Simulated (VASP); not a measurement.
Runs of VASP 6.6.1 on Mg5ZnS6. The structure is tetragonal, space group P4/mmm (No. 123). The conventional cell has a = 3.685 Å, b = 3.685 Å, c = 15.628 Å, α = 90.00°, β = 90.00°, γ = 90.00°. Mg (site symmetry 4mm) has 6 S at 2.57 to 2.63 Å within 3.4 Å. Within 3.4 Å of Mg (site symmetry 4mm) lie 6 S at 2.61 to 2.64 Å. Mg (site symmetry 4/mmm) has 6 S at 2.61 to 2.62 Å within 3.4 Å. Zn (site symmetry 4/mmm) has 6 S at 2.56 to 2.61 Å within 3.4 Å. S (site symmetry 4mm) has 1 Zn at 2.56 Å and 5 Mg at 2.61 to 2.64 Å within 3.4 Å. Within 3.4 Å of S (site symmetry 4mm) lie 6 Mg at 2.61 to 2.63 Å. S (site symmetry 4/mmm) has 6 Mg at 2.61 to 2.62 Å within 3.4 Å. S (site symmetry 4/mmm) has 2 Mg at 2.57 Å and 4 Zn at 2.61 Å within 3.4 Å. 

```tsv
level	k mesh	smearing	gap on the mesh (eV)	pressure (GPa)	largest force (eV/Å)
r2SCAN	8 × 8 × 2	gaussian 0.02 eV	1.72	(a)	0.01
PBE	4 × 4 × 1	gaussian 0.1 eV	1.23	-0.1	0.01
PBE	8 × 8 × 2	gaussian 0.02 eV	1.25	-0.2	0.01
PBE	6 × 6 × 1	gaussian 0.1 eV	1.25	-0.2	0.01
```

Alike in all rows: task single point; potentials or basis VASP PAW PBE potentials, release 64 (Mg, Zn, S); no spin polarisation; cell as given; cutoff (eV) 520.

Estimate the missing entries.

(a) -1.7.

Caveats: some runs use coarse meshes; the PAW data sets were made with another functional, which shifts forces and pressure a little (at least some runs).

A k mesh can miss the band edges.
